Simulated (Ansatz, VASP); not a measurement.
# ZrTi3N4 in VASP and in Ansatz

The input INCAR:

```
SYSTEM = ZrTi3N4
ALGO = Normal
EDIFF = 1E-7
EDIFFG = -0.01
ENCUT = 600
GGA = PE
IBRION = 2
ISIF = 3
ISMEAR = 0
LASPH = .TRUE.
LCHARG = .FALSE.
LREAL = .FALSE.
LWAVE = .FALSE.
NELM = 80
NSW = 100
PREC = Accurate
SIGMA = 0.1
```

KPOINTS

```
k-points
0
G
  10 10 10
  0 0 0
```

File POSCAR:

```
ZrTi3N4
1.0
    4.3558851891      0.0000000000      0.0000000000
    0.0000000000      4.3558851891      0.0000000000
    0.0000000000      0.0000000000      4.3558851891
Zr Ti N
1 3 4
Direct
    0.0000000000      0.0000000000      0.0000000000
    0.5000000000      0.5000000000      0.0000000000
    0.0000000000      0.5000000000      0.5000000000
    0.5000000000      0.0000000000      0.5000000000
    0.0000000000      0.0000000000      0.5000000000
    0.5000000000      0.0000000000      0.0000000000
    0.0000000000      0.5000000000      0.0000000000
    0.5000000000      0.5000000000      0.5000000000
```

Input for Ansatz:

```yaml
crystal:
  lattice:
    - [4.3558851891, 0.0, 0.0]
    - [0.0, 4.3558851891, 0.0]
    - [0.0, 0.0, 4.3558851891]
  atoms:
    - { symbol: Zr, position: [0.0, 0.0, 0.0] }
    - { symbol: Ti, position: [0.5, 0.5, 0.0] }
    - { symbol: Ti, position: [0.0, 0.5, 0.5] }
    - { symbol: Ti, position: [0.5, 0.0, 0.5] }
    - { symbol: "N", position: [0.0, 0.0, 0.5] }
    - { symbol: "N", position: [0.5, 0.0, 0.0] }
    - { symbol: "N", position: [0.0, 0.5, 0.0] }
    - { symbol: "N", position: [0.5, 0.5, 0.5] }
basis:
  ecutwfc: 420
kpoints:
  mp_grid: { grid: [10, 10, 10] }
hamiltonian:
  xc: pbe
scf:
  occupations: { method: gaussian, width: 0.1 }
output:
  forces: true
  stress: true
  eigenvalues: true
relax:
  adjacent_minimum: "off"
  f_tol: 0.01
  max_steps: 80
  cell: { stress_tol: 0.05 }
```

Alike in both runs: task relaxation of cell and atoms; functional PBE; k mesh 10 × 10 × 10; occupations gaussian, width 0.1 eV; no spin polarisation.

```csv
,VASP,Ansatz
version,VASP 6.6.1,Ansatz 0.2.0
potentials or method,"VASP PAW PBE potentials, release 64 (Zr_sv, Ti_sv, N), cutoff 600 eV","scalar-relativistic, plane waves, PAW"
valence electrons in the cell,68,68
```

```csv
,VASP,Ansatz,Ansatz less VASP
"gap on the k mesh at the Fermi level, each at its own relaxed structure (eV)",none,none,-
relaxed volume (Å³/atom),10.34,10.33,-0.010
relaxed cell length with the largest relative difference (Å),4.358,4.356,-0.0014
```

A gap of «none» marks a metal or a gap that the smearing closes.
